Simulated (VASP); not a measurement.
Write the native input for VASP 6.6.1 that does the following.

```yaml
Task: single point
Functional: PBE
Potentials_or_basis: VASP PAW PBE potentials, release 64 (Al, Se)
Cutoff: 520 eV
k_mesh: 10 × 10 × 10
Occupations: gaussian, width 0.1 eV
Spin: no spin polarisation
Dipole_correction: no
Further_INCAR_settings: ALGO = Normal; EDIFF = 1e-06; NBANDS = 22
```

The structure of AlSe4 lies in POSCAR:

```
AlSe4
1.0
   -2.8170159002      2.8170159002      3.7922230278
    2.8170159002     -2.8170159002      3.7922230278
    2.8170159002      2.8170159002     -3.7922230278
Al Se
1 4
Direct
    0.0000000000      0.0000000000      0.0000000000
    0.5000000000      0.5000000000      0.5000000000
    0.0000000000      0.0000000000      0.5000000000
    0.0000000000      0.5000000000      0.0000000000
    0.5000000000      0.0000000000      0.0000000000
```

These files were run (other wordings do the same):

INCAR

```
ALGO = Normal ; EDIFF = 1E-6
ENCUT = 520 ; GGA = PE
ISIF = 2 ; ISMEAR = 0
LASPH = T ; LCHARG = T
LELF = T ; LREAL = F
LVHAR = T ; LWAVE = F
NBANDS = 22 ; NELM = 60
PREC = Accurate ; SIGMA = 0.1
```

KPOINTS

```
k-points
0
Gamma
  10 10 10
```

Potentials or basis: VASP PAW PBE potentials, release 64 (Al, Se).

Launch:

```console
$ cat potpaw_PBE.64/Al/POTCAR potpaw_PBE.64/Se/POTCAR > POTCAR
$ mpirun -np 1 vasp_std > vasp.out
```

It gave:

* Pressure: 0.0 GPa
* Band gap on the k mesh: zero (an odd number of electrons rules out a gap without spin polarisation)

Caveat: an odd number of electrons without spin polarisation forces a metal; a magnetic or distorted state may lie lower.

Wall time 2.7 min on 1 thread of Intel(R) Xeon(R) Platinum 8559C (Emerald Rapids) (shared host), peak memory 0.39 GiB.
